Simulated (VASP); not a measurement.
# Al2Cu (I4/mcm) in VASP: further runs

Al2Cu is run at these levels: PBE; tasks: single point.

All numbers are computed with VASP 6.6.1; they aren't measurements. Logs are shortened: lines on timing, memory, paths and dates and some standing lists are left out, and cuts for length are marked.

### Step 1. The cell of the first run

It takes space group I4/mcm (No. 140, tetragonal). Conventional cell: a = 5.810 Å, b = 5.810 Å, c = 4.736 Å, α = 90.00°, β = 90.00°, γ = 90.00°. Al (site symmetry m2m) has 4 Cu at 2.49 Å and 11 Al at 2.61 to 3.09 Å within 3.3 Å. Within 3.1 Å of Cu (site symmetry 422) lie 2 Cu at 2.37 Å and 8 Al at 2.49 Å.

### Step 2. Single point, PBE

File INCAR:

```
SYSTEM = Al2Cu
  ALGO = Fast
  EDIFF = 1E-6
  ENCUT = 520
  GGA = PE
  ISIF = 2
  ISMEAR = 0
  LASPH = .True.
  LCHARG = .True.
  LELF = .True.
  LREAL = .False.
  LVHAR = .True.
  LWAVE = .False.
  NBANDS = 26
  NELM = 80
  PREC = Accurate
  SIGMA = 0.15
```

File KPOINTS:

```
k-points
0
Gamma
  10 10 10
  0 0 0
```

File POSCAR:

```
Al2Cu
1.0
   -2.9051000000      2.9051000000      2.3680500000
    2.9051000000     -2.9051000000      2.3680500000
    2.9051000000      2.9051000000     -2.3680500000
Al Cu
4 2
Direct
    0.1587211657      0.6587211657      0.8174423314
    0.6587211657      0.8412788343      0.5000000000
    0.8412788343      0.3412788343      0.1825576686
    0.3412788343      0.1587211657      0.5000000000
    0.7500000000      0.7500000000      0.0000000000
    0.2500000000      0.2500000000      0.0000000000
```

Potentials or basis: VASP PAW PBE potentials, release 64 (Al, Cu).

Command:

```console
$ cat potpaw_PBE.64/Al/POTCAR potpaw_PBE.64/Cu/POTCAR > POTCAR
$ mpirun -np 1 vasp_std > vasp.out
```

OUTCAR:

```text
SYSTEM = Al2Cu
   EDIFF = 1E-6
   ENCUT = 520
   GGA = PE
   ISIF = 2
   ISMEAR = 0
   LASPH = .True.
   LREAL = .False.
   NELM = 80
   PREC = Accurate

 ion  position               nearest neighbor table
   1  0.159  0.659  0.817-   5 2.49   6 2.49   5 2.49   6 2.49   3 2.61   3 2.80   3 2.80   2 3.00
                             4 3.00   4 3.00   2 3.00   2 3.09   4 3.09   4 3.09   2 3.09
   2  0.659  0.841  0.500-   6 2.49   5 2.49   5 2.49   6 2.49   4 2.61   4 2.80   4 2.80   1 3.00
                             3 3.00   1 3.00   3 3.00   1 3.09   3 3.09   3 3.09   1 3.09
   3  0.841  0.341  0.183-   5 2.49   6 2.49   5 2.49   6 2.49   1 2.61   1 2.80   1 2.80   4 3.00
                             2 3.00   2 3.00   4 3.00   4 3.09   2 3.09   4 3.09   2 3.09
   4  0.341  0.159  0.500-   5 2.49   6 2.49   6 2.49   5 2.49   2 2.61   2 2.80   2 2.80   1 3.00
                             3 3.00   1 3.00   3 3.00   1 3.09   3 3.09   1 3.09   3 3.09
   5  0.750  0.750  0.000-   6 2.37   6 2.37   1 2.49   2 2.49   3 2.49   4 2.49   2 2.49   4 2.49
                             1 2.49   3 2.49
   6  0.250  0.250  0.000-   5 2.37   5 2.37   1 2.49   3 2.49   4 2.49   3 2.49   4 2.49   1 2.49
                             2 2.49   2 2.49

  LATTYP: Found a body centered tetragonal cell.
 ALAT       =     5.8102000000
 C/A-ratio  =     0.8151354514

  Lattice vectors:

 A1 = (  -2.9051000000,   2.9051000000,   2.3680500000)
 A2 = (   2.9051000000,  -2.9051000000,   2.3680500000)
 A3 = (   2.9051000000,   2.9051000000,  -2.3680500000)

Analysis of symmetry for initial positions (statically):
=====================================================================
 Subroutine PRICEL returns:
 Original cell was already a primitive cell.

 Routine SETGRP: Setting up the symmetry group for a
 body centered tetragonal supercell.

 Subroutine GETGRP returns: Found 16 space group operations
 (whereof  8 operations were pure point group operations)
 out of a pool of 16 trial point group operations.

The static configuration has the point symmetry C_4h.
 The point group associated with its full space group is D_4h.

Analysis of symmetry for dynamics (positions and initial velocities):
=====================================================================
 Subroutine PRICEL returns:
 Original cell was already a primitive cell.

 Routine SETGRP: Setting up the symmetry group for a
 body centered tetragonal supercell.

 Subroutine GETGRP returns: Found 16 space group operations
 (whereof  8 operations were pure point group operations)
 out of a pool of 16 trial point group operations.

The dynamic configuration has the point symmetry C_4h.
 The point group associated with its full space group is D_4h.

 Subroutine INISYM returns: Found 16 space group operations
 (whereof  8 operations are pure point group operations),
 and found     1 'primitive' translations

----------------------------------------------------------------------------------------

                                     Primitive cell

  volume of cell :      79.9416

  direct lattice vectors                    reciprocal lattice vectors
    -2.905100000  2.905100000  2.368050000     0.000000000  0.172111115  0.211144190
     2.905100000 -2.905100000  2.368050000     0.172111115  0.000000000  0.211144190
     2.905100000  2.905100000 -2.368050000     0.172111115  0.172111115  0.000000000

  length of vectors
     4.742032562  4.742032562  4.742032562     0.272404304  0.272404304  0.243401873

  position of ions in fractional coordinates (direct lattice)
     0.158721166  0.658721166  0.817442331
     0.658721166  0.841278834  0.500000000
     0.841278834  0.341278834  0.182557669
     0.341278834  0.158721166  0.500000000
     0.750000000  0.750000000  0.000000000
     0.250000000  0.250000000  0.000000000

  ion indices of the primitive-cell ions
   primitive index   ion index
                 1           1
                 2           2
                 3           3
                 4           4
                 5           5
                 6           6

----------------------------------------------------------------------------------------

 KPOINTS: k-points

Automatic generation of k-mesh.
 Grid dimensions read from file:
 generate k-points for:   10   10   10

 Generating k-lattice:

  Cartesian coordinates                     Fractional coordinates (reciprocal lattice)
     0.000000000  0.017211111  0.021114419     0.100000000  0.000000000  0.000000000
     0.017211111  0.000000000  0.021114419     0.000000000  0.100000000  0.000000000
     0.017211111  0.017211111  0.000000000     0.000000000  0.000000000  0.100000000

  Length of vectors
     0.027240430  0.027240430  0.024340187

  Shift w.r.t. Gamma in fractional coordinates (k-lattice)
     0.000000000  0.000000000  0.000000000

 Subroutine IBZKPT returns following result:
 ===========================================

 Found    102 irreducible k-points:

 Following reciprocal coordinates:
            Coordinates               Weight
  0.000000  0.000000  0.000000      1.000000
  0.100000 -0.000000  0.000000      8.000000
  0.200000 -0.000000  0.000000      8.000000
  0.300000 -0.000000  0.000000      8.000000
  0.400000 -0.000000  0.000000      8.000000
  0.500000 -0.000000  0.000000      4.000000
[... 16 lines left out ...]
  0.300000  0.300000  0.000000      8.000000
  0.400000  0.300000  0.000000     16.000000
 [... further k-points ...]
   k-points           NKPTS =    102   k-points in BZ     NKDIM =    102   number of bands    NBANDS=     26
   number of dos      NEDOS =    301   number of ions     NIONS =      6
   total plane-waves  NPLWV =  46656
   dimension x,y,z NGX =    36 NGY =   36 NGZ =   36
   dimension x,y,z NGXF=    72 NGYF=   72 NGZF=   72
   ions per type =               4   2
   NGX,Y,Z   is equivalent  to a cutoff of  12.62, 12.62, 12.62 a.u.
   NGXF,Y,Z  is equivalent  to a cutoff of  25.24, 25.24, 25.24 a.u.
 SYSTEM =  Al2Cu
   PREC   = accura    normal or accurate (medium, high low for compatibility)
   ISTART =      0    job   : 0-new  1-cont  2-samecut
   ICHARG =      2    charge: 1-file 2-atom 10-const
   ISPIN  =      1    spin polarized calculation?
   LNONCOLLINEAR =      F non collinear calculations
   LSORBIT =      F    spin-orbit coupling
   LASPH  =      T    aspherical Exc in radial PAW
   ENCUT  =  520.0 eV  38.22 Ry    6.18 a.u.   8.82  8.82  8.82*2*pi/ulx,y,z
   NELM   =     80;   NELMIN=  2; NELMDL= -5     # of ELM steps
   EDIFF  = 0.1E-05   stopping-criterion for ELM
   LREAL  =      F    real-space projection
   EDIFFG = 0.1E-04   stopping-criterion for IOM
   NSW    =      0    number of steps for IOM
   IBRION =     -1    ionic relax: 0-MD 1-quasi-New 2-CG
   NFREE  =      0    steps in history (QN), initial steepest desc. (CG)
   ISIF   =      2    stress and relaxation
   ISYM   =      2    0-nonsym 1-usesym 2-fastsym
   POTIM  = 0.5000    time-step for ionic-motion
   TEBEG  =    0.0;   TEEND  =   0.0 temperature during run
   PSTRESS=    0.0 pullay stress
   NELECT =      34.0000    total number of electrons
   NUPDOWN=      -1.0000    fix difference up-down
   EMIN   =  10.00;   EMAX   =-10.00  energy-range for DOS
   EFERMI =   0.00;   METHOD = LEGACY
   ISMEAR =     0;   SIGMA  =   0.15  broadening in eV -4-tet -1-fermi 0-gaus
   EFERMI_NEDOS =   21; number of points for ismear=-14 and -15
   IALGO  =     68    algorithm
   IMIX   =      4    mixing-type and parameters
     AMIX     =   0.40;   BMIX     =  1.00
     AMIX_MAG =   1.60;   BMIX_MAG =  1.00
  volume/ion in A,a.u.               =      13.32        89.91
  Fermi-wavevector in a.u.,A,eV,Ry     =   1.231148  2.326532 20.622683  1.515724
  Thomas-Fermi vector in A             =   2.365968
   LORBIT       =      0    0 simple, 1 ext, 2 COOP (PROOUT), +10 PAW based schemes
   GGA     = PE    functional components
   LHFCALC =     F    Hartree Fock is set to
   AEXX    =    0.0000 exact exchange contribution
   IVDW    =     0    specifies the selected vdW correction
   LEPSILON=     F    determine dielectric tensor
   LRPA    =     F    only Hartree local field effects (RPA)
 non-spin polarized calculation
 RMM-DIIS sequential band-by-band and
 Gauss-broadening in eV      SIGMA  =   0.15
  energy-cutoff  :      520.00
  volume of cell :       79.94
 maximum number of plane-waves:      2200
   NGX = 17   NGY = 17   NGZ = 17

 number of electron      33.9999997 magnetization

 Free energy of the ion-electron system (eV)
  ---------------------------------------------------
  ext. energy  EPLUGINS =         0.00000000
  ---------------------------------------------------
  free energy    TOTEN  =       -22.99221459 eV

  energy without entropy =      -22.97421148  energy(sigma->0) =      -22.98321304

 E-fermi :   9.2669     XC(G=0): -11.3362

 val. band max:        9.2480352262   @ k =   0.3000   0.1000   0.1000
 cond. band min:       9.2828277373   @ k =  -0.3000  -0.3000   0.2000
 fundamental gap:      0.0347925110
 Fermi energy:         9.2669178297

 k-point     1 :       0.0000    0.0000    0.0000
  band No.  band energies     occupation
      1      -2.2992      2.00000
      2       3.4358      2.00000
      3       3.5783      2.00000
      4       3.5783      2.00000
      5       3.6344      2.00000
      6       4.6214      2.00000
[... 18 lines left out ...]
     25      15.1020      0.00000
     26      15.7320      0.00000

 k-point     2 :       0.1000   -0.0000    0.0000
  band No.  band energies     occupation
      1      -2.1871      2.00000
      2       3.4298      2.00000
      3       3.5567      2.00000
      4       3.5762      2.00000
      5       3.6628      2.00000
      6       4.6035      2.00000
[... 18 lines left out ...]
     25      15.2295      0.00000
     26      16.0501      0.00000

 k-point     3 :       0.2000   -0.0000    0.0000
  band No.  band energies     occupation
      1      -1.8523      2.00000
      2       3.3731      2.00000
      3       3.4193      2.00000
      4       3.5684      2.00000
      5       3.7397      2.00000
      6       4.5108      2.00000
[... 18 lines left out ...]
     25      15.6214      0.00000
     26      16.2187      0.00000

 k-point     4 :       0.3000   -0.0000    0.0000
  band No.  band energies     occupation
      1      -1.2992      2.00000
      2       2.6434      2.00000
      3       3.4161      2.00000
      4       3.5505      2.00000
      5       3.8373      2.00000
      6       4.3880      2.00000
[... 18 lines left out ...]
     25      16.2063      0.00000
     26      16.6658      0.00000

 k-point     5 :       0.4000   -0.0000    0.0000
  band No.  band energies     occupation
      1      -0.5370      2.00000
      2       1.5208      2.00000
      3       3.4352      2.00000
      4       3.5179      2.00000
      5       3.9220      2.00000
      6       4.2092      2.00000
[... 18 lines left out ...]
     25      15.9131      0.00000
     26      16.3940      0.00000

 k-point     6 :       0.5000   -0.0000    0.0000
  band No.  band energies     occupation
      1       0.4168      2.00000
      2       0.4168      2.00000
      3       3.4744      2.00000
      4       3.4744      2.00000
      5       4.0275      2.00000
      6       4.0275      2.00000
[... 427 lines left out ...]
 k-point    21 :      -0.3000    0.2000    0.0000
  band No.  band energies     occupation
      1      -1.6560      2.00000
      2       2.3631      2.00000
      3       3.4198      2.00000
      4       3.6895      2.00000
      5       3.7202      2.00000
      6       4.3806      2.00000
[... 18 lines left out ...]
     25      13.9841      0.00000
     26      18.0943      0.00000

 k-point    22 :      -0.2000    0.2000    0.0000
  band No.  band energies     occupation
      1      -1.9437      2.00000
      2       2.7456      2.00000
      3       3.5043      2.00000
      4       3.6409      2.00000
      5       3.6878      2.00000
      6       4.4642      2.00000
[... 18 lines left out ...]
     25      13.3583      0.00000
     26      18.6841      0.00000

 k-point    23 :       0.3000    0.3000    0.0000
  band No.  band energies     occupation
      1       0.8112      2.00000
      2       1.1741      2.00000
      3       1.2329      2.00000
      4       3.4026      2.00000
      5       4.2338      2.00000
      6       4.2491      2.00000
[... 18 lines left out ...]
     25      15.9307      0.00000
     26      16.7585      0.00000

 k-point    24 :       0.4000    0.3000    0.0000
  band No.  band energies     occupation
      1       0.2371      2.00000
      2       1.0670      2.00000
      3       1.8477      2.00000
      4       3.4930      2.00000
      5       4.0385      2.00000
      6       4.1853      2.00000
[... 18 lines left out ...]
     25      16.8518      0.00000
     26      16.9483      0.00000

 [... further k-points ...]
[... 5 lines left out ...]
  --------------------------------------------------------------------------------------
  -------------------------------------------------------------------------------------
  Total        7.4700021      7.4700021      6.6044869      0.0000000      0.0000000      0.0000000
  in kB      149.7125737    149.7125737    132.3660573      0.0000000      0.0000000      0.0000000
  external PRESSURE =     143.9304016 kB  Pullay stress =       0.0000000 kB

 VOLUME and BASIS-vectors are now :
 -----------------------------------------------------------------------------
  energy-cutoff  :      520.00
  volume of cell :       79.94
      direct lattice vectors                 reciprocal lattice vectors
    -2.905100000  2.905100000  2.368050000     0.000000000  0.172111115  0.211144190
     2.905100000 -2.905100000  2.368050000     0.172111115  0.000000000  0.211144190
     2.905100000  2.905100000 -2.368050000     0.172111115  0.172111115  0.000000000

 POSITION                                       TOTAL-FORCE (eV/Angst)
 -----------------------------------------------------------------------------------
      3.82730      0.92220      0.00000        -0.037390     -0.037390      0.000000
      1.98290      0.92220      2.36805         0.037390     -0.037390     -0.000000
     -0.92220      1.98290      2.36805         0.037390      0.037390     -0.000000
      0.92220      1.98290      0.00000        -0.037390      0.037390      0.000000
      0.00000      0.00000      3.55208         0.000000      0.000000     -0.000000
      0.00000      0.00000      1.18403         0.000000      0.000000     -0.000000
 -----------------------------------------------------------------------------------
    total drift:                                0.000000     -0.000000      0.000000

  FREE ENERGIE OF THE ION-ELECTRON SYSTEM (eV)
  ---------------------------------------------------
  free  energy   TOTEN  =       -22.9922145922 eV

  energy  without entropy=      -22.9742114845  energy(sigma->0) =      -22.98321304
```

It took 4.5 min on 1 thread of Intel Xeon 6975P-C, shared host; peak memory 0.33 GiB.

What came out:

```
Free energy            : -22.9922 eV
Pressure               : 14.4 GPa
Largest force          : 0.053 eV/Å
Band gap on the k mesh : zero (band 17 reaches 11.95 eV, above the bottom of band 18 at 7.41 eV)
```

Forces on the atoms (eV/Å):
```
Al  -0.037 -0.037  0.000
Al   0.037 -0.037  0.000
Al   0.037  0.037  0.000
Al  -0.037  0.037  0.000
Cu   0.000  0.000  0.000
Cu   0.000  0.000  0.000
```

Stress tensor (GPa, compression positive):
```
14.97  0.00  0.00
 0.00 14.97  0.00
 0.00  0.00 13.24
```

(Part 1 of 2 ends here.)
